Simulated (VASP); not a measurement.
# Re (P6_3/mmc) in VASP: further runs

Runs on Re. Level: PBEsol. Tasks: single point.

Everything below comes from runs of VASP 6.6.1. Logs are shortened: lines on timing, memory, paths and dates and some standing lists are left out, and cuts for length are marked.

### 1 The cell of the first run

Symmetry: P6_3/mmc, No. 194, hexagonal system. Conventional cell: a = 2.704 Å, b = 2.704 Å, c = 4.266 Å, α = 90.00°, β = 90.00°, γ = 120.00°. Re (site symmetry -6m2) has 12 Re at 2.64 to 2.70 Å within 3.5 Å.

### 2 Single point, PBEsol

INCAR

```
SYSTEM = Re
PREC = Accurate ; ENCUT = 520
EDIFF = 1E-6 ; ISMEAR = 0
SIGMA = 0.15 ; LREAL = .FALSE.
LASPH = .TRUE. ; NELM = 60
ALGO = Normal ; ISIF = 2
LWAVE = .FALSE. ; LCHARG = .TRUE.
GGA = PS ; LELF = .TRUE.
LVHAR = .TRUE. ; NBANDS = 14
```

KPOINTS

```
regular mesh
0
G
  18 18 10
  0 0 0
```

POSCAR

```
Re
1.0
    2.7045000000      0.0000000000      0.0000000000
   -1.3522500000      2.3421657045      0.0000000000
    0.0000000000      0.0000000000      4.2656000000
Re
2
Direct
    0.3333333333      0.6666666667      0.2500000000
    0.6666666667      0.3333333333      0.7500000000
```

Potentials or basis: VASP PAW PBE potentials, release 64 (Re).

Started as:

```bash
$ cat potpaw_PBE.64/Re/POTCAR > POTCAR
$ mpirun -np 1 vasp_std > vasp.out
```

OUTCAR:

```text
SYSTEM = Re
   PREC = Accurate
   ENCUT = 520
   EDIFF = 1E-6
   ISMEAR = 0
   LREAL = .FALSE.
   LASPH = .TRUE.
   NELM = 60
   ISIF = 2
   GGA = PS

 ion  position               nearest neighbor table
   1  0.333  0.667  0.250-   2 2.64   2 2.64   2 2.64   2 2.64   2 2.64   2 2.64
   2  0.667  0.333  0.750-   1 2.64   1 2.64   1 2.64   1 2.64   1 2.64   1 2.64

  LATTYP: Found a hexagonal cell.
 ALAT       =     2.7045000000
 C/A-ratio  =     1.5772231466

  Lattice vectors:

 A1 = (   2.7045000000,   0.0000000000,   0.0000000000)
 A2 = (  -1.3522500000,   2.3421657045,   0.0000000000)
 A3 = (   0.0000000000,   0.0000000000,   4.2656000000)

Analysis of symmetry for initial positions (statically):
=====================================================================
 Subroutine PRICEL returns:
 Original cell was already a primitive cell.

 Routine SETGRP: Setting up the symmetry group for a
 hexagonal supercell.

 Subroutine GETGRP returns: Found 24 space group operations
 (whereof 12 operations were pure point group operations)
 out of a pool of 24 trial point group operations.

The static configuration has the point symmetry D_3d.
 The point group associated with its full space group is D_6h.

Analysis of symmetry for dynamics (positions and initial velocities):
=====================================================================
 Subroutine PRICEL returns:
 Original cell was already a primitive cell.

 Routine SETGRP: Setting up the symmetry group for a
 hexagonal supercell.

 Subroutine GETGRP returns: Found 24 space group operations
 (whereof 12 operations were pure point group operations)
 out of a pool of 24 trial point group operations.

The dynamic configuration has the point symmetry D_3d.
 The point group associated with its full space group is D_6h.

 Subroutine INISYM returns: Found 24 space group operations
 (whereof 12 operations are pure point group operations),
 and found     1 'primitive' translations

----------------------------------------------------------------------------------------

                                     Primitive cell

  volume of cell :      27.0200

  direct lattice vectors                    reciprocal lattice vectors
     2.704500000  0.000000000  0.000000000     0.369754114  0.213477637  0.000000000
    -1.352250000  2.342165705  0.000000000     0.000000000  0.426955274  0.000000000
     0.000000000  0.000000000  4.265600000     0.000000000  0.000000000  0.234433608

  length of vectors
     2.704500000  2.704500000  4.265600000     0.426955274  0.426955274  0.234433608

  position of ions in fractional coordinates (direct lattice)
     0.333333333  0.666666667  0.250000000
     0.666666667  0.333333333  0.750000000

  ion indices of the primitive-cell ions
   primitive index   ion index
                 1           1
                 2           2

----------------------------------------------------------------------------------------

 KPOINTS: regular mesh

Automatic generation of k-mesh.
 Grid dimensions read from file:
 generate k-points for:   18   18   10

 Generating k-lattice:

  Cartesian coordinates                     Fractional coordinates (reciprocal lattice)
     0.020541895  0.011859869  0.000000000     0.055555556  0.000000000  0.000000000
     0.000000000  0.023719737  0.000000000     0.000000000  0.055555556  0.000000000
     0.000000000  0.000000000  0.023443361     0.000000000  0.000000000  0.100000000

  Length of vectors
     0.023719737  0.023719737  0.023443361

  Shift w.r.t. Gamma in fractional coordinates (k-lattice)
     0.000000000  0.000000000  0.000000000

 Subroutine IBZKPT returns following result:
 ===========================================

 Found    222 irreducible k-points:

 Following reciprocal coordinates:
            Coordinates               Weight
  0.000000  0.000000  0.000000      1.000000
  0.055556 -0.000000  0.000000      6.000000
  0.111111 -0.000000  0.000000      6.000000
  0.166667 -0.000000  0.000000      6.000000
  0.222222 -0.000000  0.000000      6.000000
  0.277778  0.000000  0.000000      6.000000
[... 16 lines left out ...]
  0.333333  0.111111  0.000000     12.000000
  0.388889  0.111111  0.000000     12.000000
 [... further k-points ...]
   k-points           NKPTS =    222   k-points in BZ     NKDIM =    222   number of bands    NBANDS=     14
   number of dos      NEDOS =    301   number of ions     NIONS =      2
   total plane-waves  NPLWV =  12800
   dimension x,y,z NGX =    20 NGY =   20 NGZ =   32
   dimension x,y,z NGXF=    40 NGYF=   40 NGZF=   64
   ions per type =               2
   NGX,Y,Z   is equivalent  to a cutoff of  12.29, 12.29, 12.47 a.u.
   NGXF,Y,Z  is equivalent  to a cutoff of  24.59, 24.59, 24.94 a.u.
 SYSTEM =  Re
   PREC   = accura    normal or accurate (medium, high low for compatibility)
   ISTART =      0    job   : 0-new  1-cont  2-samecut
   ICHARG =      2    charge: 1-file 2-atom 10-const
   ISPIN  =      1    spin polarized calculation?
   LNONCOLLINEAR =      F non collinear calculations
   LSORBIT =      F    spin-orbit coupling
   LASPH  =      T    aspherical Exc in radial PAW
   ENCUT  =  520.0 eV  38.22 Ry    6.18 a.u.   5.03  5.03  7.93*2*pi/ulx,y,z
   NELM   =     60;   NELMIN=  2; NELMDL= -5     # of ELM steps
   EDIFF  = 0.1E-05   stopping-criterion for ELM
   LREAL  =      F    real-space projection
   EDIFFG = 0.1E-04   stopping-criterion for IOM
   NSW    =      0    number of steps for IOM
   IBRION =     -1    ionic relax: 0-MD 1-quasi-New 2-CG
   NFREE  =      0    steps in history (QN), initial steepest desc. (CG)
   ISIF   =      2    stress and relaxation
   ISYM   =      2    0-nonsym 1-usesym 2-fastsym
   POTIM  = 0.5000    time-step for ionic-motion
   TEBEG  =    0.0;   TEEND  =   0.0 temperature during run
   PSTRESS=    0.0 pullay stress
   NELECT =      14.0000    total number of electrons
   NUPDOWN=      -1.0000    fix difference up-down
   EMIN   =  10.00;   EMAX   =-10.00  energy-range for DOS
   EFERMI =   0.00;   METHOD = LEGACY
   ISMEAR =     0;   SIGMA  =   0.15  broadening in eV -4-tet -1-fermi 0-gaus
   EFERMI_NEDOS =   21; number of points for ismear=-14 and -15
   IALGO  =     38    algorithm
   IMIX   =      4    mixing-type and parameters
     AMIX     =   0.40;   BMIX     =  1.00
     AMIX_MAG =   1.60;   BMIX_MAG =  1.00
  volume/ion in A,a.u.               =      13.51        91.17
  Fermi-wavevector in a.u.,A,eV,Ry     =   1.314890  2.484781 23.523581  1.728934
  Thomas-Fermi vector in A             =   2.445111
   LORBIT       =      0    0 simple, 1 ext, 2 COOP (PROOUT), +10 PAW based schemes
   GGA     = PS    functional components
   LHFCALC =     F    Hartree Fock is set to
   AEXX    =    0.0000 exact exchange contribution
   IVDW    =     0    specifies the selected vdW correction
   LEPSILON=     F    determine dielectric tensor
   LRPA    =     F    only Hartree local field effects (RPA)
 non-spin polarized calculation
 Gauss-broadening in eV      SIGMA  =   0.15
  energy-cutoff  :      520.00
  volume of cell :       27.02
 maximum number of plane-waves:       748
 NGX is ok and might be reduce to    20
   NGX =  9   NGY =  9   NGZ = 15

 number of electron      13.9999999 magnetization

 Free energy of the ion-electron system (eV)
  ---------------------------------------------------
  ext. energy  EPLUGINS =         0.00000000
  ---------------------------------------------------
  free energy    TOTEN  =       -26.51056369 eV

  energy without entropy =      -26.49202673  energy(sigma->0) =      -26.50129521

 E-fermi :   8.7724     XC(G=0): -14.2880

 val. band max:        8.7649412059   @ k =   0.3333   0.3333   0.2000
 cond. band min:       8.7735911967   @ k =   0.3333   0.2778   0.0000
 fundamental gap:      0.0086499907
 Fermi energy:         8.7723592425

 k-point     1 :       0.0000    0.0000    0.0000
  band No.  band energies     occupation
      1      -1.6779      2.00000
      2       1.5239      2.00000
      3       6.9220      2.00000
      4       6.9220      2.00000
      5       7.3131      2.00000
      6       7.9660      2.00000
      7       7.9660      2.00000
      8       8.7530      1.14495
      9       8.7530      1.14495
     10       9.9399      0.00000
     11      12.5720      0.00000
     12      12.5720      0.00000
     13      20.2333      0.00000
     14      22.9529      0.00000

 k-point     2 :       0.0556   -0.0000    0.0000
  band No.  band energies     occupation
      1      -1.5395      2.00000
      2       1.6511      2.00000
      3       6.5903      2.00000
      4       7.0493      2.00000
      5       7.5960      2.00000
      6       7.8672      2.00000
      7       8.0862      2.00000
      8       8.5489      1.96483
      9       8.6395      1.78958
     10       9.4413      0.00000
     11      12.6602      0.00000
     12      13.2918      0.00000
     13      20.2580      0.00000
     14      23.2688      0.00000

 k-point     3 :       0.1111   -0.0000    0.0000
  band No.  band energies     occupation
      1      -1.1372      2.00000
      2       2.0067      2.00000
      3       6.0751      2.00000
      4       7.4271      2.00000
      5       7.5752      2.00000
      6       7.7330      2.00000
      7       8.0557      2.00000
      8       8.3424      1.99995
      9       8.4419      1.99816
     10       8.9317      0.13308
     11      12.8825      0.00000
     12      14.6798      0.00000
     13      20.2740      0.00000
     14      24.1544      0.00000
[... 324 lines left out ...]
 k-point    23 :       0.3333    0.1111    0.0000
  band No.  band energies     occupation
      1       2.5400      2.00000
      2       2.8425      2.00000
      3       3.3499      2.00000
      4       5.8127      2.00000
      5       6.3497      2.00000
      6       7.6632      2.00000
      7       7.8807      2.00000
      8      11.4746      0.00000
      9      12.4146      0.00000
     10      13.6451      0.00000
     11      13.9419      0.00000
     12      19.3935      0.00000
     13      20.0346      0.00000
     14      21.8736      0.00000

 k-point    24 :       0.3889    0.1111    0.0000
  band No.  band energies     occupation
      1       2.5689      2.00000
      2       2.8138      2.00000
      3       3.0419      2.00000
      4       6.2910      2.00000
      5       6.3159      2.00000
      6       7.4633      2.00000
      7       8.2803      2.00000
      8      12.4724      0.00000
      9      13.0002      0.00000
     10      13.6851      0.00000
     11      15.0519      0.00000
     12      17.9970      0.00000
     13      20.0580      0.00000
     14      20.6869      0.00000

 [... further k-points ...]

------------------------ aborting loop because EDIFF is reached ----------------------------------------

  FORCE on cell =-STRESS in cart. coord.  units (eV):
  Direction    XX          YY          ZZ          XY          YZ          ZX
  --------------------------------------------------------------------------------------
  -------------------------------------------------------------------------------------
  Total        5.2249204      5.2249204      7.5401821      0.0000000      0.0000000     -0.0000000
  in kB      309.8172026    309.8172026    447.1031024      0.0000000      0.0000000     -0.0000000
  external PRESSURE =     355.5791692 kB  Pullay stress =       0.0000000 kB

 VOLUME and BASIS-vectors are now :
 -----------------------------------------------------------------------------
  energy-cutoff  :      520.00
  volume of cell :       27.02
      direct lattice vectors                 reciprocal lattice vectors
     2.704500000  0.000000000  0.000000000     0.369754114  0.213477637  0.000000000
    -1.352250000  2.342165705  0.000000000     0.000000000  0.426955274  0.000000000
     0.000000000  0.000000000  4.265600000     0.000000000  0.000000000  0.234433608

 POSITION                                       TOTAL-FORCE (eV/Angst)
 -----------------------------------------------------------------------------------
     -0.00000      1.56144      1.06640         0.000000     -0.000000      0.000000
      1.35225      0.78072      3.19920        -0.000000      0.000000      0.000000
 -----------------------------------------------------------------------------------
    total drift:                               -0.000000      0.000000     -0.000000

  FREE ENERGIE OF THE ION-ELECTRON SYSTEM (eV)
  ---------------------------------------------------
  free  energy   TOTEN  =       -26.5105636938 eV

  energy  without entropy=      -26.4920267319  energy(sigma->0) =      -26.50129521
```

Run time: 28 s. Hardware: 1 thread of Intel Xeon 6975P-C (Granite Rapids), shared host; peak memory 0.19 GiB.

Results:

```yaml
Free_energy: -26.5106 eV
Pressure: 35.6 GPa
Band_gap_on_the_k_mesh: zero (bands 7 and 8 overlap by 3.84 eV)
```

Stress tensor (GPa, compression positive):
```
30.98  0.00  0.00
 0.00 30.98  0.00
 0.00  0.00 44.71
```

Caveat: the cell stands under pressure; the PAW data sets were made with another functional, which shifts forces and pressure a little; spin-orbit coupling is left out, which moves the levels of the heavy elements.

### 3 Single point, PBEsol

This run uses another cell than the first one, of 13.66 Å³/atom.

INCAR

```
SYSTEM = Re
  ALGO = Fast
  EDIFF = 1E-6
  ENCUT = 520
  GGA = PS
  ISIF = 2
  ISMEAR = 0
  LASPH = .True.
  LCHARG = .True.
  LELF = .True.
  LREAL = .False.
  LVHAR = .True.
  LWAVE = .False.
  NBANDS = 14
  NELM = 60
  PREC = Accurate
  SIGMA = 0.15
```

KPOINTS

```
k-points
0
Gamma
  18 18 10
  0 0 0
```

POSCAR

```
Re
1.0
    2.6128000000      0.0000000000      0.0000000000
   -1.3064000000      2.2627511750      0.0000000000
    0.0000000000      0.0000000000      4.6210000000
Re
2
Direct
    0.3333333333      0.6666666667      0.2500000000
    0.6666666667      0.3333333333      0.7500000000
```

Potentials or basis: VASP PAW PBE potentials, release 64 (Re).

Started as:

```bash
$ cat potpaw_PBE.64/Re/POTCAR > POTCAR
$ mpirun -np 1 vasp_std > vasp.out
```

Run time: 38 s. Hardware: 1 thread of Intel Xeon 6975P-C (Granite Rapids), shared host; peak memory 0.2 GiB.

The run converged. Its results:

* Free energy: -26.2978 eV
* Pressure: 33.2 GPa
* Band gap on the k mesh: zero (bands 7 and 8 overlap by 3.39 eV)

Stress tensor (GPa, compression positive):
```
52.11  0.00  0.00
 0.00 52.11  0.00
 0.00  0.00 -4.51
```

Levels at points of the mesh, in eV from the Fermi level:
```tsv
k point	band 5	band 6	band 7	band 8	band 9	band 10
(0.00, 0.00, 0.00)	-1.80	-1.13	-1.13	-0.40	0.96	0.96
(0.50, 0.00, 0.00)	-1.52	-1.52	-1.44	4.15	5.19	5.56
(0.00, 0.00, 0.50)	-1.77	-1.77	-1.77	-1.77	2.75	2.75
(0.50, 0.00, 0.50)	0.67	0.67	1.01	1.01	4.92	4.92
```

Caveat: the cell stands under pressure; the PAW data sets were made with another functional, which shifts forces and pressure a little; spin-orbit coupling is left out, which moves the levels of the heavy elements.

(Part 1 of 2 ends here.)
